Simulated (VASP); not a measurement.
# Si3Bi (P6/mmm) in VASP: notebook

Si3Bi is run at these levels: PBE; tasks: single point, relaxation of cell and atoms.

All numbers are computed with VASP 6.6.1; they aren't measurements. Logs are shortened: lines on timing, memory, paths and dates and some standing lists are left out, and cuts for length are marked.

## (1) The cell of the first run

Symmetry: P6/mmm, No. 191, hexagonal system. The conventional cell has a = 4.820 Å, b = 4.820 Å, c = 2.803 Å, α = 90.00°, β = 90.00°, γ = 120.00°. Si (site symmetry mmm) has 6 Si at 2.41 to 2.80 Å and 4 Bi at 2.79 Å within 3.2 Å. Bi (site symmetry 6/mmm) has 12 Si at 2.79 Å and 2 Bi at 2.80 Å within 3.7 Å.

## (2) Single point, PBE

INCAR

```
SYSTEM = Si3Bi
PREC = Accurate
ENCUT = 520
EDIFF = 1E-6
ISMEAR = 0
SIGMA = 0.1
LREAL = .FALSE.
LASPH = .TRUE.
NELM = 100
ALGO = Normal
ISIF = 2
LWAVE = .FALSE.
LCHARG = .FALSE.
GGA = PE
NBANDS = 22
```

KPOINTS

```
regular mesh
0
G
  6 6 6
  0 0 0
```

POSCAR

```
Si3Bi
1.0
    4.8204606200      0.0000000000      0.0000000000
   -2.4102303100      4.1746413600      0.0000000000
    0.0000000000      0.0000000000      2.8030766400
Si Bi
3 1
Direct
    0.5000000000      0.0000000000      0.0000000000
    0.0000000000      0.5000000000      0.0000000000
    0.5000000000      0.5000000000      0.0000000000
    0.0000000000      0.0000000000      0.5000000000
```

Potentials or basis: VASP PAW PBE potentials, release 64 (Si, Bi_d).

Launch:

```console
> cat potpaw_PBE.64/Si/POTCAR potpaw_PBE.64/Bi_d/POTCAR > POTCAR
> mpirun -np 1 vasp_std > vasp.out
```

OUTCAR:

```text
SYSTEM = Si3Bi
   PREC = Accurate
   ENCUT = 520
   EDIFF = 1E-6
   ISMEAR = 0
   LREAL = .FALSE.
   LASPH = .TRUE.
   NELM = 100
   ISIF = 2
   GGA = PE

 ion  position               nearest neighbor table
   1  0.500  0.000  0.000-   2 2.41   3 2.41   3 2.41   2 2.41   4 2.79   4 2.79   4 2.79   4 2.79

   2  0.000  0.500  0.000-   3 2.41   3 2.41   1 2.41   1 2.41   4 2.79   4 2.79   4 2.79   4 2.79

   3  0.500  0.500  0.000-   2 2.41   2 2.41   1 2.41   1 2.41   4 2.79   4 2.79   4 2.79   4 2.79

   4  0.000  0.000  0.500-   1 2.79   1 2.79   1 2.79   1 2.79   2 2.79   3 2.79   2 2.79   2 2.79
                             3 2.79   2 2.79   3 2.79   3 2.79

  LATTYP: Found a hexagonal cell.
 ALAT       =     4.8204606200
 C/A-ratio  =     0.5814955999

  Lattice vectors:

 A1 = (   4.8204606200,   0.0000000000,   0.0000000000)
 A2 = (  -2.4102303100,   4.1746413600,   0.0000000000)
 A3 = (   0.0000000000,   0.0000000000,   2.8030766400)

Analysis of symmetry for initial positions (statically):
=====================================================================
 Subroutine PRICEL returns:
 Original cell was already a primitive cell.

 Routine SETGRP: Setting up the symmetry group for a
 hexagonal supercell.

 Subroutine GETGRP returns: Found 24 space group operations
 (whereof 24 operations were pure point group operations)
 out of a pool of 24 trial point group operations.

The static configuration has the point symmetry D_6h.

Analysis of symmetry for dynamics (positions and initial velocities):
=====================================================================
 Subroutine PRICEL returns:
 Original cell was already a primitive cell.

 Routine SETGRP: Setting up the symmetry group for a
 hexagonal supercell.

 Subroutine GETGRP returns: Found 24 space group operations
 (whereof 24 operations were pure point group operations)
 out of a pool of 24 trial point group operations.

The dynamic configuration has the point symmetry D_6h.

 Subroutine INISYM returns: Found 24 space group operations
 (whereof 24 operations are pure point group operations),
 and found     1 'primitive' translations

----------------------------------------------------------------------------------------

                                     Primitive cell

  volume of cell :      56.4083

  direct lattice vectors                    reciprocal lattice vectors
     4.820460620  0.000000000  0.000000000     0.207449055  0.119770768  0.000000000
    -2.410230310  4.174641360  0.000000000     0.000000000  0.239541535  0.000000000
     0.000000000  0.000000000  2.803076640     0.000000000  0.000000000  0.356750859

  length of vectors
     4.820460620  4.820460624  2.803076640     0.239541535  0.239541535  0.356750859

  position of ions in fractional coordinates (direct lattice)
     0.500000000  0.000000000  0.000000000
     0.000000000  0.500000000  0.000000000
     0.500000000  0.500000000  0.000000000
     0.000000000  0.000000000  0.500000000

  ion indices of the primitive-cell ions
   primitive index   ion index
                 1           1
                 2           2
                 3           3
                 4           4

----------------------------------------------------------------------------------------

 KPOINTS: regular mesh

Automatic generation of k-mesh.
 Grid dimensions read from file:
 generate k-points for:    6    6    6

 Generating k-lattice:

  Cartesian coordinates                     Fractional coordinates (reciprocal lattice)
     0.034574842  0.019961795  0.000000000     0.166666667  0.000000000  0.000000000
     0.000000000  0.039923589  0.000000000     0.000000000  0.166666667  0.000000000
     0.000000000  0.000000000  0.059458477     0.000000000  0.000000000  0.166666667

  Length of vectors
     0.039923589  0.039923589  0.059458477

  Shift w.r.t. Gamma in fractional coordinates (k-lattice)
     0.000000000  0.000000000  0.000000000

 Subroutine IBZKPT returns following result:
 ===========================================

 Found     28 irreducible k-points:

 Following reciprocal coordinates:
            Coordinates               Weight
  0.000000  0.000000  0.000000      1.000000
  0.166667  0.000000  0.000000      6.000000
  0.333333 -0.000000  0.000000      6.000000
  0.500000  0.000000  0.000000      3.000000
  0.166667  0.166667  0.000000      6.000000
  0.333333  0.166667  0.000000     12.000000
[... 16 lines left out ...]
  0.166667  0.000000  0.500000      6.000000
  0.333333 -0.000000  0.500000      6.000000
 [... further k-points ...]
   k-points           NKPTS =     28   k-points in BZ     NKDIM =     28   number of bands    NBANDS=     22
   number of dos      NEDOS =    301   number of ions     NIONS =      4
   total plane-waves  NPLWV =  31104
   dimension x,y,z NGX =    36 NGY =   36 NGZ =   24
   dimension x,y,z NGXF=    72 NGYF=   72 NGZF=   48
   ions per type =               3   1
   NGX,Y,Z   is equivalent  to a cutoff of  12.42, 12.42, 14.23 a.u.
   NGXF,Y,Z  is equivalent  to a cutoff of  24.83, 24.83, 28.47 a.u.
 SYSTEM =  Si3Bi
   PREC   = accura    normal or accurate (medium, high low for compatibility)
   ISTART =      0    job   : 0-new  1-cont  2-samecut
   ICHARG =      2    charge: 1-file 2-atom 10-const
   ISPIN  =      1    spin polarized calculation?
   LNONCOLLINEAR =      F non collinear calculations
   LSORBIT =      F    spin-orbit coupling
   LASPH  =      T    aspherical Exc in radial PAW
   ENCUT  =  520.0 eV  38.22 Ry    6.18 a.u.   8.96  8.96  5.21*2*pi/ulx,y,z
   NELM   =    100;   NELMIN=  2; NELMDL= -5     # of ELM steps
   EDIFF  = 0.1E-05   stopping-criterion for ELM
   LREAL  =      F    real-space projection
   EDIFFG = 0.1E-04   stopping-criterion for IOM
   NSW    =      0    number of steps for IOM
   IBRION =     -1    ionic relax: 0-MD 1-quasi-New 2-CG
   NFREE  =      0    steps in history (QN), initial steepest desc. (CG)
   ISIF   =      2    stress and relaxation
   ISYM   =      2    0-nonsym 1-usesym 2-fastsym
   POTIM  = 0.5000    time-step for ionic-motion
   TEBEG  =    0.0;   TEEND  =   0.0 temperature during run
   PSTRESS=    0.0 pullay stress
   NELECT =      27.0000    total number of electrons
   NUPDOWN=      -1.0000    fix difference up-down
   EMIN   =  10.00;   EMAX   =-10.00  energy-range for DOS
   EFERMI =   0.00;   METHOD = LEGACY
   ISMEAR =     0;   SIGMA  =   0.10  broadening in eV -4-tet -1-fermi 0-gaus
   EFERMI_NEDOS =   21; number of points for ismear=-14 and -15
   IALGO  =     38    algorithm
   IMIX   =      4    mixing-type and parameters
     AMIX     =   0.40;   BMIX     =  1.00
     AMIX_MAG =   1.60;   BMIX_MAG =  1.00
  volume/ion in A,a.u.               =      14.10        95.17
  Fermi-wavevector in a.u.,A,eV,Ry     =   1.280605  2.419993 22.312863  1.639949
  Thomas-Fermi vector in A             =   2.413023
   LORBIT       =      0    0 simple, 1 ext, 2 COOP (PROOUT), +10 PAW based schemes
   GGA     = PE    functional components
   LHFCALC =     F    Hartree Fock is set to
   AEXX    =    0.0000 exact exchange contribution
   IVDW    =     0    specifies the selected vdW correction
   LEPSILON=     F    determine dielectric tensor
   LRPA    =     F    only Hartree local field effects (RPA)
 non-spin polarized calculation
 Gauss-broadening in eV      SIGMA  =   0.10
  energy-cutoff  :      520.00
  volume of cell :       56.41
 maximum number of plane-waves:      1532
 NGX is ok and might be reduce to    36
   NGX = 17   NGY = 17   NGZ = 11

 number of electron      26.9999994 magnetization

 Free energy of the ion-electron system (eV)
  ---------------------------------------------------
  ext. energy  EPLUGINS =         0.00000000
  ---------------------------------------------------
  free energy    TOTEN  =       -14.43900382 eV

  energy without entropy =      -14.42577579  energy(sigma->0) =      -14.43238981

 E-fermi :  13.2218     XC(G=0): -12.1300

 val. band max:       13.1713761139   @ k =   0.3333   0.1667   0.3333
 cond. band min:      13.2710164083   @ k =   0.3333   0.1667   0.1667
 fundamental gap:      0.0996402944
 Fermi energy:        13.2217911980

 k-point     1 :       0.0000    0.0000    0.0000
  band No.  band energies     occupation
      1     -11.0575      2.00000
      2     -10.3592      2.00000
      3     -10.3592      2.00000
      4     -10.1935      2.00000
      5     -10.1935      2.00000
      6      -3.7989      2.00000
[... 14 lines left out ...]
     21      21.6133      0.00000
     22      22.3185      0.00000

 k-point     2 :       0.1667    0.0000    0.0000
  band No.  band energies     occupation
      1     -11.0569      2.00000
      2     -10.3594      2.00000
      3     -10.3547      2.00000
      4     -10.1938      2.00000
      5     -10.1936      2.00000
      6      -3.5895      2.00000
[... 14 lines left out ...]
     21      22.2135      0.00000
     22      22.8034      0.00000

 k-point     3 :       0.3333   -0.0000    0.0000
  band No.  band energies     occupation
      1     -11.0558      2.00000
      2     -10.3598      2.00000
      3     -10.3459      2.00000
      4     -10.1942      2.00000
      5     -10.1937      2.00000
      6      -3.0231      2.00000
[... 14 lines left out ...]
     21      21.3805      0.00000
     22      22.0282      0.00000

 k-point     4 :       0.5000    0.0000    0.0000
  band No.  band energies     occupation
      1     -11.0553      2.00000
      2     -10.3601      2.00000
      3     -10.3414      2.00000
      4     -10.1945      2.00000
      5     -10.1937      2.00000
      6      -2.5622      2.00000
[... 14 lines left out ...]
     21      21.0837      0.00000
     22      21.7130      0.00000

 k-point     5 :       0.1667    0.1667    0.0000
  band No.  band energies     occupation
      1     -11.0561      2.00000
      2     -10.3585      2.00000
      3     -10.3493      2.00000
      4     -10.1941      2.00000
      5     -10.1937      2.00000
      6      -3.1966      2.00000
[... 14 lines left out ...]
     21      22.3794      0.00000
     22      22.6947      0.00000

 k-point     6 :       0.3333    0.1667    0.0000
  band No.  band energies     occupation
      1     -11.0553      2.00000
      2     -10.3569      2.00000
      3     -10.3446      2.00000
      4     -10.1943      2.00000
      5     -10.1939      2.00000
      6      -2.6044      2.00000
[... 14 lines left out ...]
     21      21.2783      0.00000
     22      21.5200      0.00000

 k-point     7 :       0.3333    0.3333    0.0000
  band No.  band energies     occupation
      1     -11.0550      2.00000
      2     -10.3497      2.00000
      3     -10.3497      2.00000
      4     -10.1941      2.00000
      5     -10.1941      2.00000
      6      -2.3430      2.00000
[... 324 lines left out ...]
      6      -0.3082      2.00000
[... 14 lines left out ...]
     21      20.7309      0.00000
     22      21.1385      0.00000

 k-point    21 :       0.3333    0.3333    0.3333
  band No.  band energies     occupation
      1     -10.5622      2.00000
      2     -10.5622      2.00000
      3     -10.2969      2.00000
      4     -10.2969      2.00000
      5     -10.2228      2.00000
      6      -0.0280      2.00000
[... 14 lines left out ...]
     21      18.5669      0.00000
     22      20.3287      0.00000

 k-point    22 :       0.0000    0.0000    0.5000
  band No.  band energies     occupation
      1     -10.6666      2.00000
      2     -10.6666      2.00000
      3     -10.2844      2.00000
      4     -10.2844      2.00000
      5      -9.9533      2.00000
      6       1.1136      2.00000
[... 14 lines left out ...]
     21      23.6028      0.00000
     22      25.2541      0.00000

 k-point    23 :       0.1667    0.0000    0.5000
  band No.  band energies     occupation
      1     -10.6705      2.00000
      2     -10.6676      2.00000
      3     -10.2844      2.00000
      4     -10.2821      2.00000
      5      -9.9512      2.00000
      6       1.3726      2.00000
[... 14 lines left out ...]
     21      21.5305      0.00000
     22      24.0358      0.00000

 k-point    24 :       0.3333   -0.0000    0.5000
  band No.  band energies     occupation
      1     -10.6783      2.00000
      2     -10.6695      2.00000
      3     -10.2844      2.00000
      4     -10.2776      2.00000
      5      -9.9467      2.00000
      6       2.1086      2.00000
[... 14 lines left out ...]
     21      18.9012      0.00000
     22      21.5047      0.00000

 [... further k-points ...]

------------------------ aborting loop because EDIFF is reached ----------------------------------------

  FORCE on cell =-STRESS in cart. coord.  units (eV):
  Direction    XX          YY          ZZ          XY          YZ          ZX
  --------------------------------------------------------------------------------------
  -------------------------------------------------------------------------------------
  Total       20.2175181     20.2175182     18.0024672      0.0000000      0.0000000      0.0000000
  in kB      574.2430412    574.2430426    511.3284162      0.0000000      0.0000000      0.0000000
  external PRESSURE =     553.2715000 kB  Pullay stress =       0.0000000 kB

 VOLUME and BASIS-vectors are now :
 -----------------------------------------------------------------------------
  energy-cutoff  :      520.00
  volume of cell :       56.41
      direct lattice vectors                 reciprocal lattice vectors
     4.820460620  0.000000000  0.000000000     0.207449055  0.119770768  0.000000000
    -2.410230310  4.174641360  0.000000000     0.000000000  0.239541535  0.000000000
     0.000000000  0.000000000  2.803076640     0.000000000  0.000000000  0.356750859

 POSITION                                       TOTAL-FORCE (eV/Angst)
 -----------------------------------------------------------------------------------
      2.41023      0.00000      0.00000        -0.000000      0.000000      0.000000
     -1.20512      2.08732      0.00000        -0.000000      0.000000      0.000000
      1.20512      2.08732      0.00000         0.000000      0.000000      0.000000
      0.00000      0.00000      1.40154         0.000000      0.000000      0.000000
 -----------------------------------------------------------------------------------
    total drift:                               -0.000000     -0.000000      0.000000

  FREE ENERGIE OF THE ION-ELECTRON SYSTEM (eV)
  ---------------------------------------------------
  free  energy   TOTEN  =       -14.4390038233 eV

  energy  without entropy=      -14.4257757899  energy(sigma->0) =      -14.43238981
```

It took 46 s on 1 thread of Oxide Virtual Turin-like, shared host; peak memory 0.15 GiB.

Results:

```
Free energy : -14.4390 eV
Pressure    : 55.3 GPa
```

Stress tensor (GPa, compression positive):
```
57.42  0.00  0.00
 0.00 57.42  0.00
 0.00  0.00 51.13
```

Levels at points of the mesh, in eV from the Fermi level:
```csv
k point,band 9,band 10,band 11,band 12,band 13,band 14,band 15,band 16,band 17,band 18
"(0.00, 0.00, 0.00)",-7.93,-7.29,-6.44,-6.44,1.56,4.45,6.83,7.72,7.72,8.20
"(0.50, 0.00, 0.00)",-9.57,-1.69,-1.47,-1.07,-0.80,2.53,2.61,3.47,4.00,5.45
"(0.00, 0.00, 0.50)",-3.98,-3.11,-3.11,-3.07,-2.95,-2.95,-2.28,-2.28,-1.46,-1.46
"(0.50, 0.00, 0.50)",-7.46,-6.34,-4.73,-4.24,-3.26,0.80,1.82,2.10,3.13,4.31
```

Caveat: the k points lie up to 0.37 Å⁻¹ apart; spin-orbit coupling is left out, which moves the levels of the heavy elements.

## (3) Single point, PBE

This run uses another cell than the first one, of 21.46 Å³/atom, 1.522 times its volume.

INCAR

```
SYSTEM = Si3Bi
PREC     = Accurate       ! precision mode
ENCUT    = 520            ! plane-wave cutoff, eV
EDIFF    = 1E-6           ! SCF threshold, eV
ISMEAR   = 0              ! smearing method
SIGMA    = 0.1            ! smearing width, eV
LREAL    = .FALSE.        ! projectors in reciprocal space
LASPH    = .TRUE.         ! aspherical terms in the spheres
NELM     = 80             ! most SCF steps
ALGO     = Normal         ! electronic algorithm
ISIF     = 2              ! what is computed and relaxed
LWAVE    = .FALSE.        ! write WAVECAR
LCHARG   = .FALSE.        ! write CHGCAR
GGA      = PE             ! functional
NBANDS   = 22             ! bands
```

KPOINTS is that of step 2.

POSCAR

```
Si3Bi
1.0
    5.0436579427      0.0000000000      0.0000000000
   -2.5218289713      4.3679359063      0.0000000000
    0.0000000000      0.0000000000      3.8961563021
Si Bi
3 1
Direct
    0.5000000000      0.0000000000      0.0000000000
    0.0000000000      0.5000000000      0.0000000000
    0.5000000000      0.5000000000      0.0000000000
    0.0000000000      0.0000000000      0.5000000000
```

Potentials or basis: VASP PAW PBE potentials, release 64 (Si, Bi_d).

Launch:

```console
> cat potpaw_PBE.64/Si/POTCAR potpaw_PBE.64/Bi_d/POTCAR > POTCAR
> mpirun -np 1 vasp_std > vasp.out
```

It took 55 s on 1 thread of Oxide Virtual Turin-like, shared host; peak memory 0.19 GiB.

The run converged. Its results:

```yaml
Free_energy: -17.7852 eV
Pressure: -0.1 GPa
```

Stress tensor (GPa, compression positive):
```
-0.22  0.00  0.00
 0.00 -0.22  0.00
 0.00  0.00  0.12
```

Levels at points of the mesh, in eV from the Fermi level:
```tsv
k point	band 10	band 11	band 12	band 13	band 14	band 15	band 16	band 17
(0.00, 0.00, 0.00)	-4.69	-4.63	-4.63	-2.73	1.85	3.45	3.45	3.75
(0.50, 0.00, 0.00)	-2.24	-1.01	-0.62	-0.52	0.72	0.76	2.28	2.40
(0.00, 0.00, 0.50)	-4.03	-2.76	-2.76	-2.39	-1.87	-1.19	-1.19	0.61
(0.50, 0.00, 0.50)	-5.18	-5.06	-2.45	-1.48	1.10	1.66	1.75	2.69
```

Caveat: spin-orbit coupling is left out, which moves the levels of the heavy elements.

(Continued in part 2 of 2.)
